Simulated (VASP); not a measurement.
# Co (P-3m1) in VASP: a series of runs

Aim: see how the results for Co move with the level of theory and the settings. Levels: BLYP+D3(BJ), LDA. Tasks: relaxation of cell and atoms.

All numbers are computed with VASP 6.6.1; they aren't measurements. Logs are shortened: lines on timing, memory, paths and dates and some standing lists are left out, and cuts for length are marked.

## 1. The cell of the first run

Symmetry: P-3m1, No. 164, trigonal system. The conventional cell has a = 2.487 Å, b = 2.487 Å, c = 4.063 Å, α = 90.00°, β = 90.00°, γ = 120.00°. Co (site symmetry 3m) has 12 Co at 2.42 to 2.55 Å within 3.2 Å.

## 2. Relaxation of cell and atoms, BLYP+D3(BJ), collinear spin, ferromagnetic start

The input, INCAR:

```
  PREC = Accurate
  ENCUT = 600
  EDIFF = 1E-6
  ISMEAR = -1
  SIGMA = 0.1
  LREAL = False
  LASPH = True
  NELM = 150
  ALGO = Normal
  ISIF = 3
  LWAVE = False
  LCHARG = False
  ISPIN = 2
  MAGMOM = 2.5 2.5
  LORBIT = 11
  LMAXMIX = 4
  GGA = B5
  ALDAX = 1.0
  AGGAX = 1.0
  AGGAC = 1.0
  ALDAC = 0.0
  IVDW = 12
  VDW_S6 = 1.0
  VDW_S8 = 2.6996
  VDW_A1 = 0.4298
  VDW_A2 = 4.2359
  IBRION = 2
  NSW = 80
  EDIFFG = -0.02
```

The input, KPOINTS:

```
Automatic mesh
0
Gamma
  14 14 8
```

The input, POSCAR:

```
Co
1.0
    2.4873650000      0.0000000000      0.0000000000
   -1.2436820000      2.1541210000      0.0000000000
    0.0000000000      0.0000000000      4.0632900000
Co
2
Direct
    0.6666666667      0.3333333333      0.2598610000
    0.3333333333      0.6666666667      0.7401390000
```

Potentials or basis: VASP PAW PBE potentials, release 64 (Co).

Run with:

```sh
> cat potpaw_PBE.64/Co/POTCAR > POTCAR
> mpirun -np 1 vasp_std > vasp.out
```

OUTCAR:

```text
PREC = Accurate
   ENCUT = 600
   EDIFF = 1E-6
   ISMEAR = -1
   LREAL = False
   LASPH = True
   NELM = 150
   ISIF = 3
   ISPIN = 2
   LORBIT = 11
   GGA = B5
   IVDW = 12
   IBRION = 2
   NSW = 80
   EDIFFG = -0.02
 IVDW          = 12

 ion  position               nearest neighbor table
   1  0.667  0.333  0.260-   2 2.42   2 2.42   2 2.42   2 2.55   2 2.55   2 2.55
   2  0.333  0.667  0.740-   1 2.42   1 2.42   1 2.42   1 2.55   1 2.55   1 2.55

  LATTYP: Found a hexagonal cell.
 ALAT       =     2.4873650000
 C/A-ratio  =     1.6335720733

  Lattice vectors:

 A1 = (   2.4873650000,   0.0000000000,   0.0000000000)
 A2 = (  -1.2436820000,   2.1541210000,   0.0000000000)
 A3 = (   0.0000000000,   0.0000000000,   4.0632900000)

Analysis of symmetry for initial positions (statically):
=====================================================================
 Subroutine PRICEL returns:
 Original cell was already a primitive cell.

 Routine SETGRP: Setting up the symmetry group for a
 hexagonal supercell.

 Subroutine GETGRP returns: Found 12 space group operations
 (whereof 12 operations were pure point group operations)
 out of a pool of 24 trial point group operations.

The static configuration has the point symmetry D_3d.

Analysis of symmetry for dynamics (positions and initial velocities):
=====================================================================
 Subroutine PRICEL returns:
 Original cell was already a primitive cell.

 Routine SETGRP: Setting up the symmetry group for a
 hexagonal supercell.

 Subroutine GETGRP returns: Found 12 space group operations
 (whereof 12 operations were pure point group operations)
 out of a pool of 24 trial point group operations.

The dynamic configuration has the point symmetry D_3d.

Analysis of structural, dynamic, and magnetic symmetry:
=====================================================================
 Subroutine PRICEL returns:
 Original cell was already a primitive cell.

 Routine SETGRP: Setting up the symmetry group for a
 hexagonal supercell.

 Subroutine GETGRP returns: Found 12 space group operations
 (whereof 12 operations were pure point group operations)
 out of a pool of 24 trial point group operations.

The overall configuration has the point symmetry D_3d.

 Subroutine INISYM returns: Found 12 space group operations
 (whereof 12 operations are pure point group operations),
 and found     1 'primitive' translations

----------------------------------------------------------------------------------------

                                     Primitive cell

  volume of cell :      21.7715

  direct lattice vectors                    reciprocal lattice vectors
     2.487365000  0.000000000  0.000000000     0.402031869  0.232113145  0.000000000
    -1.243682000  2.154121000  0.000000000     0.000000000  0.464226476  0.000000000
     0.000000000  0.000000000  4.063290000     0.000000000  0.000000000  0.246105988

  length of vectors
     2.487365000  2.487364509  4.063290000     0.464226384  0.464226476  0.246105988

  position of ions in fractional coordinates (direct lattice)
     0.666666667  0.333333333  0.259861000
     0.333333333  0.666666667  0.740139000

  ion indices of the primitive-cell ions
   primitive index   ion index
                 1           1
                 2           2

----------------------------------------------------------------------------------------

 KPOINTS: Automatic mesh

Automatic generation of k-mesh.
 Grid dimensions read from file:
 generate k-points for:   14   14    8

 Generating k-lattice:

  Cartesian coordinates                     Fractional coordinates (reciprocal lattice)
     0.028716562  0.016579510  0.000000000     0.071428571  0.000000000  0.000000000
     0.000000000  0.033159034  0.000000000     0.000000000  0.071428571  0.000000000
     0.000000000  0.000000000  0.030763249     0.000000000  0.000000000  0.125000000

  Length of vectors
     0.033159027  0.033159034  0.030763249

  Shift w.r.t. Gamma in fractional coordinates (k-lattice)
     0.000000000  0.000000000  0.000000000

 Subroutine IBZKPT returns following result:
 ===========================================

 Found    168 irreducible k-points:

 Following reciprocal coordinates:
            Coordinates               Weight
  0.000000  0.000000  0.000000      1.000000
  0.071429 -0.000000  0.000000      6.000000
  0.142857 -0.000000  0.000000      6.000000
  0.214286 -0.000000  0.000000      6.000000
  0.285714 -0.000000  0.000000      6.000000
  0.357143  0.000000  0.000000      6.000000
[... 16 lines left out ...]
  0.285714  0.285714  0.000000      6.000000
  0.357143  0.285714  0.000000      6.000000
 [... further k-points ...]
   k-points           NKPTS =    168   k-points in BZ     NKDIM =    168   number of bands    NBANDS=     16
   number of dos      NEDOS =    301   number of ions     NIONS =      2
   total plane-waves  NPLWV =  12800
   dimension x,y,z NGX =    20 NGY =   20 NGZ =   32
   dimension x,y,z NGXF=    40 NGYF=   40 NGZF=   64
   ions per type =               2
   NGX,Y,Z   is equivalent  to a cutoff of  13.37, 13.37, 13.09 a.u.
   NGXF,Y,Z  is equivalent  to a cutoff of  26.73, 26.73, 26.19 a.u.
 SYSTEM =  unknown system
   PREC   = accura    normal or accurate (medium, high low for compatibility)
   ISTART =      0    job   : 0-new  1-cont  2-samecut
   ICHARG =      2    charge: 1-file 2-atom 10-const
   ISPIN  =      2    spin polarized calculation?
   LNONCOLLINEAR =      F non collinear calculations
   LSORBIT =      F    spin-orbit coupling
   LASPH  =      T    aspherical Exc in radial PAW
   ENCUT  =  600.0 eV  44.10 Ry    6.64 a.u.   4.97  4.97  8.12*2*pi/ulx,y,z
   NELM   =    150;   NELMIN=  2; NELMDL= -5     # of ELM steps
   EDIFF  = 0.1E-05   stopping-criterion for ELM
   LREAL  =      F    real-space projection
   EDIFFG = -.2E-01   stopping-criterion for IOM
   NSW    =     80    number of steps for IOM
   IBRION =      2    ionic relax: 0-MD 1-quasi-New 2-CG
   NFREE  =      1    steps in history (QN), initial steepest desc. (CG)
   ISIF   =      3    stress and relaxation
   ISYM   =      2    0-nonsym 1-usesym 2-fastsym
   POTIM  = 0.5000    time-step for ionic-motion
   TEBEG  =    0.0;   TEEND  =   0.0 temperature during run
   PSTRESS=    0.0 pullay stress
   NELECT =      18.0000    total number of electrons
   NUPDOWN=      -1.0000    fix difference up-down
   EMIN   =  10.00;   EMAX   =-10.00  energy-range for DOS
   EFERMI =   0.00;   METHOD = LEGACY
   ISMEAR =    -1;   SIGMA  =   0.10  broadening in eV -4-tet -1-fermi 0-gaus
   EFERMI_NEDOS =   21; number of points for ismear=-14 and -15
   IALGO  =     38    algorithm
   IMIX   =      4    mixing-type and parameters
     AMIX     =   0.40;   BMIX     =  1.00
     AMIX_MAG =   1.60;   BMIX_MAG =  1.00
  volume/ion in A,a.u.               =      10.89        73.46
  Fermi-wavevector in a.u.,A,eV,Ry     =   1.536514  2.903590 32.121658  2.360875
  Thomas-Fermi vector in A             =   2.643152
   LORBIT       =     11    0 simple, 1 ext, 2 COOP (PROOUT), +10 PAW based schemes
   GGA     = B5    functional components
   LHFCALC =     F    Hartree Fock is set to
   AEXX    =    0.0000 exact exchange contribution
   IVDW    =    12    specifies the selected vdW correction
   LEPSILON=     F    determine dielectric tensor
   LRPA    =     F    only Hartree local field effects (RPA)
 conjugate gradient relaxation of ions
 spin polarized calculation
  energy-cutoff  :      600.00
  volume of cell :       21.77
 maximum number of plane-waves:       756
   NGX =  9   NGY =  9   NGZ = 17

--------------------------------------- Ionic step        1  -------------------------------------------

 number of electron      17.9999998 magnetization       3.1193305

 Free energy of the ion-electron system (eV)
  ---------------------------------------------------
  ext. energy  EPLUGINS =         0.00000000
  ---------------------------------------------------
  free energy    TOTEN  =       -12.10975072 eV

  energy without entropy =      -12.04757267  energy(sigma->0) =      -12.07866170

------------------------ aborting loop because EDIFF is reached ----------------------------------------

 Edisp (eV)   -1.89952

 E8    (eV) :    -1.4000
[... 271 lines left out ...]
--------------------------------------- Ionic step        8  -------------------------------------------

 number of electron      17.9999998 magnetization       3.0609223

 Free energy of the ion-electron system (eV)
  ---------------------------------------------------
  ext. energy  EPLUGINS =         0.00000000
  ---------------------------------------------------
  free energy    TOTEN  =       -12.08268810 eV

  energy without entropy =      -12.02217284  energy(sigma->0) =      -12.05243047

 E-fermi :  11.1413     XC(G=0): -12.9657

 val. band max:       11.1346594648   @ k =   0.2143   0.1429   0.3750
 cond. band min:      11.1493179397   @ k =   0.2143  -0.0000   0.0000
 fundamental gap:      0.0146584748
 Fermi energy:        11.1413203037

 spin component 1

 k-point     1 :       0.0000    0.0000    0.0000
  band No.  band energies     occupation
      1       2.2277      1.00000
      2       5.9526      1.00000
      3       8.5471      1.00000
      4       8.5709      1.00000
      5       8.5709      1.00000
      6       8.8974      1.00000
[... 433 lines left out ...]
      3       7.1874      1.00000
      4       7.5924      1.00000
      5       8.2537      1.00000
      6       8.3771      1.00000
[... 8 lines left out ...]
     15      23.8523      0.00000
     16      25.2060      0.00000

 [... further k-points ...]

 spin component 2

 k-point     1 :       0.0000    0.0000    0.0000
  band No.  band energies     occupation
      1       2.2650      1.00000
      2       6.8409      1.00000
      3      10.0546      0.99998
      4      10.0803      0.99998
      5      10.0803      0.99998
      6      10.4562      0.99894
[... 433 lines left out ...]
      3       8.2613      1.00000
      4       8.5115      1.00000
      5       9.6522      1.00000
      6       9.7601      1.00000
[... 8 lines left out ...]
     15      24.3142      0.00000
     16      25.6789      0.00000

 [... further k-points ...]

------------------------ aborting loop because EDIFF is reached ----------------------------------------

 Edisp (eV)   -1.96397

 E8    (eV) :    -1.4479
[... 25 lines left out ...]
  FREE ENERGIE OF THE ION-ELECTRON SYSTEM (eV)
  ---------------------------------------------------
  free  energy   TOTEN  =       -14.0466534580 eV

  energy  without entropy=      -13.9861381986  energy(sigma->0) =      -14.01639583

 reached required accuracy - stopping structural energy minimisation

 total charge

# of ion       s       p       d       tot
------------------------------------------
    1        0.495   0.525   7.338   8.358
    2        0.495   0.525   7.338   8.358
--------------------------------------------------
tot          0.991   1.049  14.675  16.715

 magnetization (x)

# of ion       s       p       d       tot
------------------------------------------
    1       -0.016  -0.049   1.606   1.541
    2       -0.016  -0.049   1.606   1.541
--------------------------------------------------
tot         -0.031  -0.099   3.212   3.082
```

Run time: 9.3 min. Hardware: 1 thread of AMD EPYC 9755, shared host; peak memory 0.21 GiB.

Results:

```yaml
Free_energy: -14.0467 eV
Relaxed_volume: 10.55 Å³/atom
Relaxed_cell: a = 2.469 Å, b = 2.469 Å, c = 3.994 Å, α = 90.00°, β = 90.00°, γ = 120.00°
Space_group_after_relaxing_to_0.1_Å: P6_3/mmc (No. 194)
Energy_gained_by_relaxing: 18.7 meV/atom
Ionic_steps: 8
Pressure_after_relaxing: 0.0 GPa
Largest_force_after_relaxing: 0.007 eV/Å
Net_moment: 3.06 μB per cell
Site_moments: Co +1.54 μB
Valence_electrons_inside_the_program's_atomic_spheres: Co 8.36
Dispersion_energy_per_atom: -0.982 eV
```

Forces in eV/Å, atoms in the order of the input:
```
Co   0.000  0.000 -0.007
Co   0.000  0.000  0.007
```

Stress tensor (GPa, compression positive):
```
 0.05  0.00  0.00
 0.00  0.05  0.00
 0.00  0.00 -0.10
```

Step by step:
```
step  energy change (eV)  largest force (eV/Å)  pressure (GPa)  volume (Å³)
   1              0.0000                0.5590           -5.71        21.77
   2             -0.0243                0.2424            6.23        20.57
   3             -0.0284                0.3504            2.59        20.89
   4             -0.0372                0.0453            0.26        21.07
   5             -0.0373                0.0126            0.39        21.06
   6             -0.0373                0.0051            0.45        21.05
   7             -0.0373                0.0174           -0.35        21.13
   8             -0.0374                0.0068            0.00        21.09
```

Final structure:
```yaml
crystal:
  lattice:
    - [2.46944, 0.00000, 0.00000]
    - [-1.23472, 2.13860, 0.00000]
    - [0.00000, 0.00000, 3.99356]
  atoms:
    - { symbol: Co, position: [0.66667, 0.33333, 0.25010] }
    - { symbol: Co, position: [0.33333, 0.66667, 0.74990] }
```

Caveat: the PAW data sets were made with another functional, which shifts forces and pressure a little.

## 3. Relaxation of cell and atoms, LDA, collinear spin, ferromagnetic start

The input, INCAR:

```
SYSTEM = Co
PREC = Accurate
ENCUT = 600
EDIFF = 1E-6
ISMEAR = -1
SIGMA = 0.1
LREAL = .False.
LASPH = .True.
NELM = 150
ALGO = Normal
ISIF = 3
LWAVE = .False.
LCHARG = .False.
ISPIN = 2
MAGMOM = 2.5 2.5
LORBIT = 11
LMAXMIX = 4
GGA = CA
IBRION = 2
NSW = 80
EDIFFG = -0.02
```

The input, KPOINTS:

```
regular mesh
0
Gamma
  14 14 8
  0 0 0
```

POSCAR is that of step 2.

Potentials or basis: VASP PAW LDA potentials, release 64 (Co).

Run with:

```sh
> cat potpaw_LDA.64/Co/POTCAR > POTCAR
> mpirun -np 1 vasp_std > vasp.out
```

Run time: 7.5 min. Hardware: 1 thread of AMD EPYC 9755, shared host; peak memory 0.19 GiB.

Results (log left out):

| Quantity | Value |
| --- | --- |
| Free energy | -16.2867 eV |
| Relaxed volume | 9.94 Å³/atom |
| Relaxed cell | a = 2.423 Å, b = 2.423 Å, c = 3.910 Å, α = 90.00°, β = 90.00°, γ = 120.00° |
| Space group after relaxing (to 0.1 Å) | P6_3/mmc (No. 194) |
| Energy gained by relaxing | 71.8 meV/atom |
| Ionic steps | 8 |
| Pressure after relaxing | 0.0 GPa |
| Net moment | 2.84 μB per cell |
| Site moments | Co +1.41 μB |
| Valence electrons inside the program's atomic spheres | Co 8.47 |

Stress tensor (GPa, compression positive):
```
 0.06  0.00  0.00
 0.00  0.06  0.00
 0.00  0.00 -0.14
```

Step by step:
| step | energy change (eV) | largest force (eV/Å) | pressure (GPa) | volume (Å³) |
| --- | --- | --- | --- | --- |
| 1 | 0.0000 | 0.4266 | -18.79 | 21.77 |
| 2 | 0.0353 | 0.6016 | 30.84 | 17.99 |
| 3 | -0.1254 | 0.5710 | 0.70 | 19.90 |
| 4 | -0.1255 | 0.5730 | 1.01 | 19.86 |
| 5 | -0.1431 | 0.0744 | 1.05 | 19.80 |
| 6 | -0.1433 | 0.0004 | 1.12 | 19.80 |
| 7 | -0.1433 | 0.0012 | -1.24 | 19.98 |
| 8 | -0.1436 | 0.0005 | 0.00 | 19.88 |

Final structure:
```yaml
crystal:
  lattice:
    - [2.42305, 0.00000, 0.00000]
    - [-1.21152, 2.09842, 0.00000]
    - [0.00000, 0.00000, 3.91034]
  atoms:
    - { symbol: Co, position: [0.66667, 0.33333, 0.25001] }
    - { symbol: Co, position: [0.33333, 0.66667, 0.74999] }
```

Levels at points of the mesh, in eV from the Fermi level:
Spin up:
```tsv
k point	band 8	band 9	band 10	band 11	band 12	band 13
(0.00, 0.00, 0.00)	-1.76	-1.76	-0.47	-0.47	-0.07	7.32
(0.50, 0.00, 0.00)	-0.32	-0.19	-0.15	1.71	3.90	10.46
(0.00, 0.00, 0.50)	-2.61	-0.83	-0.83	-0.83	-0.83	16.16
(0.50, 0.00, 0.50)	-0.82	-0.22	-0.22	1.82	1.82	8.20
```
Spin down:
```tsv
k point	band 5	band 6	band 7	band 8	band 9	band 10
(0.00, 0.00, 0.00)	-1.23	-0.82	-0.82	-0.36	-0.36	0.10
(0.50, 0.00, 0.00)	-1.42	-1.25	-0.80	1.17	1.33	1.37
(0.00, 0.00, 0.50)	-1.31	-1.31	-1.31	-1.31	0.65	0.65
(0.50, 0.00, 0.50)	-0.22	-0.22	0.28	0.28	1.29	1.29
```
